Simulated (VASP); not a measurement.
Here is a VASP 6.6.1 calculation.

File INCAR:

```
PREC     = Accurate       # precision mode
ENCUT    = 520            # plane-wave cutoff, eV
EDIFF    = 1E-6           # SCF threshold, eV
ISMEAR   = 0              # smearing method
SIGMA    = 0.03           # smearing width, eV
LREAL    = F              # projectors in reciprocal space
LASPH    = T              # aspherical terms in the spheres
NELM     = 80             # most SCF steps
ALGO     = Normal         # electronic algorithm
ISIF     = 2              # what is computed and relaxed
LWAVE    = F              # write WAVECAR
LCHARG   = T              # write CHGCAR
GGA      = PE             # functional
LELF     = T              # ELF
LVHAR    = T            
NBANDS   = 17             # bands
```

Contents of KPOINTS:

```
Automatic mesh
0
Gamma
  10 10 10
```

Contents of POSCAR:

```
SnTe
1.0
   -0.9979852192      2.7444593527      2.7444593527
    2.7444593527     -0.9979852192      2.7444593527
    2.7444593527      2.7444593527     -0.9979852192
Sn Te
1 1
Direct
    0.0000000000      0.0000000000      0.0000000000
    0.5000000000      0.5000000000      0.5000000000
```

Potentials or basis: VASP PAW PBE potentials, release 64 (Sn_d, Te).

Run with:

```bash
$ cat potpaw_PBE.64/Sn_d/POTCAR potpaw_PBE.64/Te/POTCAR > POTCAR
$ mpirun -np 1 vasp_std > vasp.out
```

(1) Predict the pressure.

(2) Estimate the band gap on the k mesh.

Results:

(1) -2.0 GPa.

(2) zero (band 10 reaches 6.91 eV, above the bottom of band 11 at 5.11 eV).

Caveat: spin-orbit coupling is left out, which moves the levels of the heavy elements.
